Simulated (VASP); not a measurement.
Crystal: Se.

```
Se
1.0
     4.36620    0.00000    0.00000
    -2.18310    3.78124    0.00000
     0.00000    0.00000    4.95360
Se
3
Cartesian
  0.9841 0.0000 1.6512
  -0.4921 0.8523 3.3024
  1.6910 2.9289 0.0000
```

| Property | Result |
| --- | --- |
| Program | VASP 6.6.1 |
| Task | relaxation of cell and atoms |
| Functional | LDA |
| Potentials or basis | VASP PAW LDA potentials, release 64 (Se) |
| Cutoff | 600 eV |
| k mesh | 9 × 9 × 8 |
| Occupations | gaussian, width 0.02 eV |
| Spin | no spin polarisation |

At the start: pressure -1.1 GPa; volume 27.26 Å³/atom.

Problem. Where does the relaxation end?

Solution. Over 16 steps the energy falls by 51.3 meV/atom and the volume is 23.05 Å³/atom (-15.4 %); space group P3_121 (No. 152, to 0.1 Å) before and after.

Step by step:
```tsv
step	energy change (eV)	largest force (eV/Å)	pressure (GPa)	volume (Å³)
1	0.0000	0.2626	-1.07	81.78
2	-0.0284	0.3230	-0.56	79.64
3	-0.0834	0.5200	1.68	73.40
4	0.0923	0.8894	11.39	61.73
5	-0.0768	0.6533	2.80	71.92
6	-0.0856	0.6061	2.67	71.63
7	-0.1080	0.4766	2.35	70.76
8	-0.1360	0.2631	1.95	69.02
9	-0.1310	0.0204	2.22	65.53
10	-0.1433	0.1180	1.94	67.37
11	-0.1495	0.0711	1.18	68.14
12	-0.1531	0.0099	-0.05	69.48
13	-0.1531	0.0036	0.04	69.37
14	-0.1533	0.0030	0.04	69.35
15	-0.1536	0.0013	0.03	69.29
16	-0.1539	0.0022	0.01	69.16
```

Final structure:
```
CELL_PARAMETERS angstrom
3.94850 0.00000 0.00000
-1.97425 3.41950 0.00000
0.00000 0.00000 5.12236
ATOMIC_POSITIONS crystal
Se 0.25606 0.00000 0.33333
Se 0.00000 0.25606 0.66667
Se 0.74394 0.74394 0.00000
```

Caveat: the volume moved by over 15 % at a fixed basis, so the end points are rough.
